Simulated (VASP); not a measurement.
# Ba (Fm-3m) in VASP: a series of runs

Runs on Ba. Level: PBE. Tasks: single point.

All numbers are computed with VASP 6.6.1; they aren't measurements. Logs are shortened: lines on timing, memory, paths and dates and some standing lists are left out, and cuts for length are marked.

### 1 The cell of the first run

Symmetry: Fm-3m, No. 225, cubic system. The conventional cell has a = 5.999 Å, b = 5.999 Å, c = 5.999 Å, α = 90.00°, β = 90.00°, γ = 90.00°. Within 5.6 Å of Ba (site symmetry m-3m) lie 12 Ba at 4.24 Å.

### 2 Single point, PBE (volume scaled by 0.84)

Contents of INCAR:

```
ALGO = Normal
EDIFF = 1E-7
ENCUT = 520
GGA = PE
ISIF = 2
ISMEAR = -1
LASPH = T
LCHARG = T
LELF = T
LREAL = F
LVHAR = T
LWAVE = F
NBANDS = 11
NELM = 80
PREC = Accurate
SIGMA = 0.1
```

Contents of KPOINTS:

```
k-points
0
Gamma
  10 10 10
```

Contents of POSCAR:

```
Ba
1.0
    0.0000000000      2.9997281604      2.9997281604
    2.9997281604      0.0000000000      2.9997281604
    2.9997281604      2.9997281604      0.0000000000
Ba
1
Direct
    0.0000000000      0.0000000000      0.0000000000
```

Potentials or basis: VASP PAW PBE potentials, release 64 (Ba_sv).

Command:

```console
$ cat potpaw_PBE.64/Ba_sv/POTCAR > POTCAR
$ mpirun -np 1 vasp_std > vasp.out
```

OUTCAR:

```text
EDIFF = 1E-7
   ENCUT = 520
   GGA = PE
   ISIF = 2
   ISMEAR = -1
   LASPH = T
   LREAL = F
   NELM = 80
   PREC = Accurate

 ion  position               nearest neighbor table
   1  0.000  0.000  0.000-

  LATTYP: Found a face centered cubic cell.
 ALAT       =     5.9994563208

  Lattice vectors:

 A1 = (   0.0000000000,   2.9997281604,   2.9997281604)
 A2 = (   2.9997281604,   0.0000000000,   2.9997281604)
 A3 = (   2.9997281604,   2.9997281604,   0.0000000000)

Analysis of symmetry for initial positions (statically):
=====================================================================
 Subroutine PRICEL returns:
 Original cell was already a primitive cell.

 Routine SETGRP: Setting up the symmetry group for a
 face centered cubic supercell.

 Subroutine GETGRP returns: Found 48 space group operations
[... 9 lines left out ...]

 Routine SETGRP: Setting up the symmetry group for a
 face centered cubic supercell.

 Subroutine GETGRP returns: Found 48 space group operations
[... 11 lines left out ...]
                                     Primitive cell

  volume of cell :      53.9853

  direct lattice vectors                    reciprocal lattice vectors
     0.000000000  2.999728160  2.999728160    -0.166681770  0.166681770  0.166681770
     2.999728160  0.000000000  2.999728160     0.166681770 -0.166681770  0.166681770
     2.999728160  2.999728160  0.000000000     0.166681770  0.166681770 -0.166681770

  length of vectors
     4.242256248  4.242256248  4.242256248     0.288701295  0.288701295  0.288701295

  position of ions in fractional coordinates (direct lattice)
     0.000000000  0.000000000  0.000000000

  ion indices of the primitive-cell ions
   primitive index   ion index
                 1           1

----------------------------------------------------------------------------------------

 KPOINTS: k-points

Automatic generation of k-mesh.
 Grid dimensions read from file:
 generate k-points for:   10   10   10

 Generating k-lattice:

  Cartesian coordinates                     Fractional coordinates (reciprocal lattice)
    -0.016668177  0.016668177  0.016668177     0.100000000  0.000000000  0.000000000
     0.016668177 -0.016668177  0.016668177     0.000000000  0.100000000  0.000000000
     0.016668177  0.016668177 -0.016668177     0.000000000  0.000000000  0.100000000

  Length of vectors
     0.028870129  0.028870129  0.028870129

  Shift w.r.t. Gamma in fractional coordinates (k-lattice)
     0.000000000  0.000000000  0.000000000

[... 52 lines left out ...]
   EDIFFG = 0.1E-05   stopping-criterion for IOM
   NSW    =      0    number of steps for IOM
   IBRION =     -1    ionic relax: 0-MD 1-quasi-New 2-CG
   NFREE  =      0    steps in history (QN), initial steepest desc. (CG)
   ISIF   =      2    stress and relaxation
   ISYM   =      2    0-nonsym 1-usesym 2-fastsym
   POTIM  = 0.5000    time-step for ionic-motion
   TEBEG  =    0.0;   TEEND  =   0.0 temperature during run
   PSTRESS=    0.0 pullay stress
   NELECT =      10.0000    total number of electrons
   NUPDOWN=      -1.0000    fix difference up-down
   EMIN   =  10.00;   EMAX   =-10.00  energy-range for DOS
   EFERMI =   0.00;   METHOD = LEGACY
   ISMEAR =    -1;   SIGMA  =   0.10  broadening in eV -4-tet -1-fermi 0-gaus
   EFERMI_NEDOS =   21; number of points for ismear=-14 and -15
   IALGO  =     38    algorithm
   IMIX   =      4    mixing-type and parameters
     AMIX     =   0.40;   BMIX     =  1.00
     AMIX_MAG =   1.60;   BMIX_MAG =  1.00
  volume/ion in A,a.u.               =      53.99       364.31
  Fermi-wavevector in a.u.,A,eV,Ry     =   0.933218  1.763526 11.849248  0.870895
  Thomas-Fermi vector in A             =   2.059896
   LORBIT       =      0    0 simple, 1 ext, 2 COOP (PROOUT), +10 PAW based schemes
   GGA     = PE    functional components
   LHFCALC =     F    Hartree Fock is set to
   AEXX    =    0.0000 exact exchange contribution
   IVDW    =     0    specifies the selected vdW correction
   LEPSILON=     F    determine dielectric tensor
   LRPA    =     F    only Hartree local field effects (RPA)
 non-spin polarized calculation
  energy-cutoff  :      520.00
  volume of cell :       53.99
 maximum number of plane-waves:      1470
   NGX = 15   NGY = 15   NGZ = 15

 number of electron      10.0000000 magnetization

 Free energy of the ion-electron system (eV)
  ---------------------------------------------------
  ext. energy  EPLUGINS =         0.00000000
  ---------------------------------------------------
  free energy    TOTEN  =        -1.86367832 eV

  energy without entropy =       -1.81030900  energy(sigma->0) =       -1.83699366

 E-fermi :   2.2271     XC(G=0):  -7.9167

 val. band max:        2.2217097909   @ k =   0.5000   0.4000   0.1000
 cond. band min:       2.2781560632   @ k =  -0.4000   0.4000   0.0000
 fundamental gap:      0.0564462723
 Fermi energy:         2.2271049295

 k-point     1 :       0.0000    0.0000    0.0000
  band No.  band energies     occupation
      1     -26.4240      2.00000
      2     -11.2641      2.00000
      3     -11.2641      2.00000
      4     -11.2641      2.00000
      5      -0.6041      2.00000
      6       4.1581      0.00000
      7       4.1581      0.00000
      8       4.1581      0.00000
      9       6.0284      0.00000
     10       6.0284      0.00000
     11       8.5867      0.00000
[... 309 lines left out ...]
 k-point    24 :       0.4000    0.3000    0.0000
  band No.  band energies     occupation
      1     -26.3402      2.00000
      2     -11.8383      2.00000
      3     -11.4939      2.00000
      4     -11.4686      2.00000
      5       1.4172      1.99939
      6       2.2888      0.70088
      7       3.8814      0.00000
      8       5.8503      0.00000
      9       6.4778      0.00000
     10       7.3725      0.00000
     11      10.2690      0.00000

 [... further k-points ...]

------------------------ aborting loop because EDIFF is reached ----------------------------------------

  FORCE on cell =-STRESS in cart. coord.  units (eV):
  Direction    XX          YY          ZZ          XY          YZ          ZX
  --------------------------------------------------------------------------------------
  -------------------------------------------------------------------------------------
  Total        0.6128901      0.6128901      0.6128901     -0.0000000      0.0000000     -0.0000000
  in kB       18.1893621     18.1893621     18.1893621     -0.0000000      0.0000000     -0.0000000
  external PRESSURE =      18.1893621 kB  Pullay stress =       0.0000000 kB

 VOLUME and BASIS-vectors are now :
 -----------------------------------------------------------------------------
  energy-cutoff  :      520.00
  volume of cell :       53.99
      direct lattice vectors                 reciprocal lattice vectors
     0.000000000  2.999728160  2.999728160    -0.166681770  0.166681770  0.166681770
     2.999728160  0.000000000  2.999728160     0.166681770 -0.166681770  0.166681770
     2.999728160  2.999728160  0.000000000     0.166681770  0.166681770 -0.166681770

 POSITION                                       TOTAL-FORCE (eV/Angst)
 -----------------------------------------------------------------------------------
      0.00000      0.00000      0.00000         0.000000      0.000000      0.000000
 -----------------------------------------------------------------------------------
    total drift:                                0.000000      0.000000      0.000000

  FREE ENERGIE OF THE ION-ELECTRON SYSTEM (eV)
  ---------------------------------------------------
  free  energy   TOTEN  =        -1.8636783215 eV

  energy  without entropy=       -1.8103090016  energy(sigma->0) =       -1.83699366
```

stdout:

```text
POSCAR found type information on POSCAR Ba
 POSCAR found :  1 types and       1 ions
 scaLAPACK will be used
 LDA part: xc-table for (Slater+PW92), standard interpolation
 POSCAR, INCAR and KPOINTS ok, starting setup
 FFT: planning ... GRIDC
 FFT: planning ... GRID_SOFT
 FFT: planning ... GRID
 WAVECAR not read
 entering main loop
```

It took 9.3 s on 1 thread of Intel Xeon 6975P-C (Granite Rapids), shared host; peak memory 0.18 GiB.

What came out:

```
Free energy            : -1.8637 eV
Pressure               : 1.8 GPa
Band gap on the k mesh : zero (band 5 reaches 2.31 eV, above the bottom of band 6 at 1.89 eV)
```

Levels at points of the mesh, in eV from the Fermi level:
```tsv
k point	band 1	band 2	band 3	band 4	band 5	band 6	band 7	band 8	band 9	band 10
(0.00, 0.00, 0.00)	-28.65	-13.49	-13.49	-13.49	-2.83	1.93	1.93	1.93	3.80	3.80
(0.50, 0.00, 0.00)	-28.57	-14.24	-13.59	-13.59	-1.02	1.58	1.75	1.75	5.25	5.25
(0.50, 0.50, 0.00)	-28.55	-14.19	-13.76	-13.76	-1.02	-0.34	2.77	5.28	5.70	5.70
```

Caveat: the cell differs from its parent crystal (volume scaled by 0.84); spin-orbit coupling is left out, which moves the levels of the heavy elements.

### 3 Single point, PBE (volume scaled by 0.84)

Contents of INCAR:

```
SYSTEM = Ba
PREC = Accurate ; ENCUT = 520
EDIFF = 1E-7 ; ISMEAR = -1
SIGMA = 0.1 ; LREAL = .False.
LASPH = .True. ; NELM = 100
ALGO = Normal ; ISIF = 2
LWAVE = .False. ; LCHARG = .False.
GGA = PE ; NBANDS = 11
```

Contents of KPOINTS:

```
regular mesh
0
Gamma
  10 10 10
  0 0 0
```

POSCAR is that of step 2.

Potentials or basis: VASP PAW PBE potentials, release 64 (Ba_sv).

Command:

```console
$ cat potpaw_PBE.64/Ba_sv/POTCAR > POTCAR
$ mpirun -np 1 vasp_std > vasp.out
```

Wall time 8.8 s (1 thread of Intel Xeon 6975P-C (Granite Rapids), shared host); peak memory 0.18 GiB.

Results (log left out):

| Item | Value |
| --- | --- |
| Free energy | -1.8637 eV |
| Pressure | 1.8 GPa |
| Band gap on the k mesh | zero (band 5 reaches 2.31 eV, above the bottom of band 6 at 1.89 eV) |

Levels at points of the mesh, in eV from the Fermi level:
| k point | band 1 | band 2 | band 3 | band 4 | band 5 | band 6 | band 7 | band 8 | band 9 | band 10 |
| --- | --- | --- | --- | --- | --- | --- | --- | --- | --- | --- |
| (0.00, 0.00, 0.00) | -28.65 | -13.49 | -13.49 | -13.49 | -2.83 | 1.93 | 1.93 | 1.93 | 3.80 | 3.80 |
| (0.50, 0.00, 0.00) | -28.57 | -14.24 | -13.59 | -13.59 | -1.02 | 1.58 | 1.75 | 1.75 | 5.25 | 5.25 |
| (0.50, 0.50, 0.00) | -28.55 | -14.19 | -13.76 | -13.76 | -1.02 | -0.34 | 2.77 | 5.28 | 5.70 | 5.70 |

Caveat: the cell differs from its parent crystal (volume scaled by 0.84); spin-orbit coupling is left out, which moves the levels of the heavy elements.

### 4 Single point, PBE (volume scaled by 0.92)

Contents of INCAR:

```
  PREC = Accurate
  ENCUT = 520
  EDIFF = 1E-6
  ISMEAR = -1
  SIGMA = 0.1
  LREAL = F
  LASPH = T
  NELM = 60
  ALGO = Normal
  ISIF = 2
  LWAVE = F
  LCHARG = F
  GGA = PE
  NBANDS = 11
```

Contents of KPOINTS:

```
regular mesh
0
Gamma
  10 10 10
```

Contents of POSCAR:

```
Ba
1.0
    0.0000000000      3.0920849283      3.0920849283
    3.0920849283      0.0000000000      3.0920849283
    3.0920849283      3.0920849283      0.0000000000
Ba
1
Direct
    0.0000000000      0.0000000000      0.0000000000
```

Command:

```console
$ cat potpaw_PBE.64/Ba_sv/POTCAR > POTCAR
$ mpirun -np 1 vasp_std > vasp.out
```

Run time: 10 s. Hardware: 1 thread of Intel Xeon 6975P-C (Granite Rapids), shared host; peak memory 0.21 GiB.

It converged, with:

| Item | Value |
| --- | --- |
| Free energy | -1.9050 eV |
| Pressure | 0.8 GPa |
| Band gap on the k mesh | zero (band 5 reaches 1.89 eV, above the bottom of band 6 at 1.66 eV) |

Levels at points of the mesh, in eV from the Fermi level:
```
           k point  band 2  band 3  band 4  band 5  band 6  band 7  band 8  band 9
(0.00, 0.00, 0.00)  -13.70  -13.70  -13.70   -2.82    1.84    1.84    1.84    3.52
(0.50, 0.00, 0.00)  -14.27  -13.78  -13.78   -0.98    1.25    1.68    1.68    4.82
(0.50, 0.50, 0.00)  -14.23  -13.91  -13.91   -0.90   -0.24    2.33    4.84    5.22
```

Caveat: the cell differs from its parent crystal (volume scaled by 0.92); spin-orbit coupling is left out, which moves the levels of the heavy elements.

### 5 Single point, PBE

This run uses another cell than the first one, of 64.27 Å³/atom, 1.190 times its volume.

Edit INCAR of step 4 so:

```diff
@@ -7,3 +7,3 @@
   LASPH = T
-  NELM = 60
+  NELM = 80
   ALGO = Normal
```

KPOINTS is that of step 4.

Contents of POSCAR:

```
Ba
1.0
    0.0000000000      3.1792313933      3.1792313933
    3.1792313933      0.0000000000      3.1792313933
    3.1792313933      3.1792313933      0.0000000000
Ba
1
Direct
    0.0000000000      0.0000000000      0.0000000000
```

Command:

```console
$ cat potpaw_PBE.64/Ba_sv/POTCAR > POTCAR
$ mpirun -np 1 vasp_std > vasp.out
```

Wall time 12 s (1 thread of Intel Xeon 6975P-C (Granite Rapids), shared host); peak memory 0.2 GiB.

The run converged. Its results:

```
Free energy            : -1.9182 eV
Pressure               : 0.1 GPa
Band gap on the k mesh : zero (band 5 reaches 1.63 eV, above the bottom of band 6 at 1.46 eV)
```

Levels at points of the mesh, in eV from the Fermi level:
| k point | band 1 | band 2 | band 3 | band 4 | band 5 | band 6 | band 7 | band 8 | band 9 | band 10 |
| --- | --- | --- | --- | --- | --- | --- | --- | --- | --- | --- |
| (0.00, 0.00, 0.00) | -28.93 | -13.90 | -13.90 | -13.90 | -2.78 | 1.75 | 1.75 | 1.75 | 3.28 | 3.28 |
| (0.50, 0.00, 0.00) | -28.89 | -14.33 | -13.95 | -13.95 | -0.95 | 1.00 | 1.61 | 1.61 | 4.45 | 4.45 |
| (0.50, 0.50, 0.00) | -28.88 | -14.30 | -14.05 | -14.05 | -0.80 | -0.16 | 1.99 | 4.46 | 4.80 | 4.80 |

Caveat: spin-orbit coupling is left out, which moves the levels of the heavy elements.

### 6 The runs side by side

| cell | gap on the mesh (eV) | pressure (GPa) |
| --- | --- | --- |
| a = 4.242 Å, angles 60.0°, 1 atom | none | 1.8 |
| a = 4.373 Å, angles 60.0°, 1 atom | none | 0.8 |
| a = 4.496 Å, angles 60.0°, 1 atom | none | 0.1 |

Alike in all rows: task single point; level PBE; potentials or basis VASP PAW PBE potentials, release 64 (Ba_sv); no spin polarisation; k mesh 10 × 10 × 10; cutoff (eV) 520; smearing fermi-dirac 0.1 eV.

Caveats: spin-orbit coupling is left out, which moves the levels of the heavy elements.

Total energies depend on the potentials used, so only differences within one code and one set of settings carry meaning.
